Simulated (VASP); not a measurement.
Wanted: the native input for a VASP 6.6.1 run.

* Task: single point
* Functional: LDA
* Potentials or basis: VASP PAW LDA potentials, release 64 (C)
* Cutoff: 520 eV
* k mesh: 21 × 21 × 6
* Occupations: gaussian, width 0.1 eV
* Spin: no spin polarisation
* Dipole correction: no
* Further INCAR settings: ALGO = Normal; EDIFF = 1e-07; NBANDS = 11

The structure of C lies in POSCAR:

```
C
1.0
    2.4444537622      0.0000000000      0.0000000000
   -1.2222268811      2.1169590565      0.0000000000
    0.0000000000      0.0000000000      8.5253750508
C
2
Direct
    0.3333333333      0.6666666667      0.0000000000
    0.6666666667      0.3333333333      0.0000000000
```

The input as run:

INCAR

```
PREC = Accurate ; ENCUT = 520
EDIFF = 1E-7 ; ISMEAR = 0
SIGMA = 0.1 ; LREAL = F
LASPH = T ; NELM = 80
ALGO = Normal ; ISIF = 2
LWAVE = F ; LCHARG = T
GGA = CA ; LELF = T
LVHAR = T ; NBANDS = 11
```

KPOINTS

```
Automatic mesh
0
Gamma
  21 21 6
```

Potentials or basis: VASP PAW LDA potentials, release 64 (C).

Command:

```bash
$ cat potpaw_LDA.64/C/POTCAR > POTCAR
$ mpirun -np 1 vasp_std > vasp.out
```

Results of the run:

```yaml
Band_gap_on_the_k_mesh: zero (filled and empty bands touch)
```

Wall time 35 s on 1 thread of AMD EPYC 9R45 96-Core Processor (Zen 5), on a shared host, peak memory 0.16 GiB.
